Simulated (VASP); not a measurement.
## Pt: single point with PBE

Crystal: Pt.

```
Pt
1.0
     0.00000    2.05579    2.00685
     2.05579    0.00000    2.00685
     2.05579    2.05579    0.00000
Pt
1
Direct
  0.00000 0.00000 0.00000
```

This cell differs from its parent crystal: strain +0.050 along x and y, +0.025 along z.

* Program: VASP 6.6.1
* Task: single point
* Functional: PBE
* Potentials or basis: VASP PAW PBE potentials, release 64 (Pt)
* Cutoff: 520 eV
* k mesh: 20 × 20 × 20
* Occupations: gaussian, width 0.15 eV
* Spin: no spin polarisation
* Dipole correction: no
* Further INCAR settings: ALGO = Normal; EDIFF = 1e-06; NBANDS = 11

- Pressure: -16.3 GPa
- Band gap on the k mesh: zero (bands 5 and 6 overlap by 1.87 eV)

Stress tensor (GPa, compression positive):
```
-16.70   0.00   0.00
  0.00 -16.70   0.00
  0.00   0.00 -15.48
```

Levels at points of the mesh, in eV from the Fermi level:
```
           k point  band 1  band 2  band 3  band 4  band 5  band 6  band 7  band 8  band 9  band 10
(0.00, 0.00, 0.00)   -8.96   -3.20   -3.20   -2.96   -1.49   -1.22   14.90   19.04   19.04    19.53
(0.50, 0.00, 0.00)   -6.17   -3.28   -3.05   -0.04    0.00    0.08    5.00   14.40   17.89    18.41
(0.50, 0.50, 0.00)   -5.84   -5.48   -0.02    0.39    0.39    2.30    8.06   10.74   10.74    18.52
(0.50, 0.00, 0.50)   -5.89   -5.48   -0.01    0.28    0.47    1.88    7.50   11.11   11.20    18.87
```

It took 62 s on 1 thread of Intel(R) Xeon(R) Platinum 8259CL CPU @ 2.50GHz (Skylake/Cascade Lake), on a shared host, peak memory 0.24 GiB.

Caveat: the cell differs from its parent crystal (strain +0.050 along x and y, +0.025 along z); the cell stands under tension; spin-orbit coupling is left out, which moves the levels of the heavy elements.
